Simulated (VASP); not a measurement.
Runs of VASP 6.6.1 on Rh. The structure is that of space group Fm-3m (No. 225), or close to it. The cells are those of the table. 

```tsv
cell	further INCAR settings	gap on the mesh (eV)	pressure (GPa)
a = 2.723, b = 2.723, c = 2.689 Å, angles 60.4, 60.4, 59.2°, 1 atom	ALGO = Fast; EDIFF = 1e-06; NBANDS = 14	none	-16.2
a = 2.725, b = 2.725, c = 2.622 Å, angles 61.2, 61.2, 57.5°, 1 atom	ALGO = Fast; EDIFF = 1e-07; NBANDS = 14	none	-9.0
a = 2.723, b = 2.723, c = 2.756 Å, angles 59.6, 59.6, 60.8°, 1 atom	ALGO = Fast; EDIFF = 1e-07; NBANDS = 14	none	(b)
a = 2.757, b = 2.757, c = 2.689 Å, angles 60.8, 60.8, 58.4°, 1 atom	ALGO = Fast; EDIFF = 1e-06; NBANDS = 14	none	(a)
a = 2.790, b = 2.790, c = 2.824 Å, angles 59.6, 59.6, 60.8°, 1 atom	ALGO = Fast; EDIFF = 1e-07; NBANDS = 14	none	-33.1
```

Alike in all rows: task single point; level LDA; potentials or basis VASP PAW LDA potentials, release 64 (Rh_pv); no spin polarisation; k mesh 22 × 22 × 22; cutoff (eV) 520; smearing gaussian 0.15 eV.

Task: Estimate the missing entries.

Result: (a) -21.1; (b) -21.6.

A k mesh can miss the band edges, and the runs leave out spin-orbit coupling on Rh.

A gap of «none» marks levels without a gap at the run's occupations.
